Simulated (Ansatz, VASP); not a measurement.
## Two plane-wave programs on H

Contents of INCAR:

```
SYSTEM = H
  PREC = Accurate
  ENCUT = 520
  EDIFF = 1E-6
  ISMEAR = 0
  SIGMA = 0.01
  LREAL = .FALSE.
  LASPH = .TRUE.
  NELM = 100
  ALGO = Normal
  ISIF = 2
  LWAVE = .FALSE.
  LCHARG = .FALSE.
  GGA = PE
  IBRION = 2
  NSW = 60
  EDIFFG = -0.005
```

KPOINTS

```
Automatic mesh
0
G
  1 1 1
  0 0 0
```

File POSCAR:

```
H
1.0
   13.0000000000      0.0000000000      0.0000000000
    0.0000000000     13.3000000000      0.0000000000
    0.0000000000      0.0000000000     13.6000000000
H
2
Direct
    0.4711538462      0.5000000000      0.5000000000
    0.5288461538      0.5000000000      0.5000000000
```

Input for Ansatz:

```yaml
crystal:
  lattice:
    - [13.0, 0.0, 0.0]
    - [0.0, 13.3, 0.0]
    - [0.0, 0.0, 13.6]
  atoms:
    - { symbol: H, position: [0.4711538462, 0.5, 0.5] }
    - { symbol: H, position: [0.5288461538, 0.5, 0.5] }
basis:
  ecutwfc: 420
kpoints:
  mp_grid: { grid: [1, 1, 1] }
hamiltonian:
  xc: pbe
scf:
  occupations: { method: gaussian, width: 0.01 }
output:
  forces: true
  stress: true
  eigenvalues: true
relax:
  adjacent_minimum: "off"
  f_tol: 0.005
  max_steps: 40
```

Alike in both runs: task relaxation of the atoms; functional PBE; k mesh 1 × 1 × 1; occupations gaussian, width 0.01 eV; no spin polarisation.

|  | VASP | Ansatz |
| --- | --- | --- |
| version | VASP 6.6.1 | Ansatz 0.2.0 |
| potentials or method | VASP PAW PBE potentials, release 64 (H), cutoff 520 eV | scalar-relativistic, plane waves, PAW |
| valence electrons in the cell | 2 | 2 |

|  | VASP | Ansatz | Ansatz less VASP |
| --- | --- | --- | --- |
| gap on the k mesh at the Fermi level, each at its own relaxed structure (eV) | 10.23 | 10.23 | +0.002 |

Ansatz's warnings: stress scf threshold loose.

Noted on VASP's run: the relaxation stopped at its first step, so nothing moved.
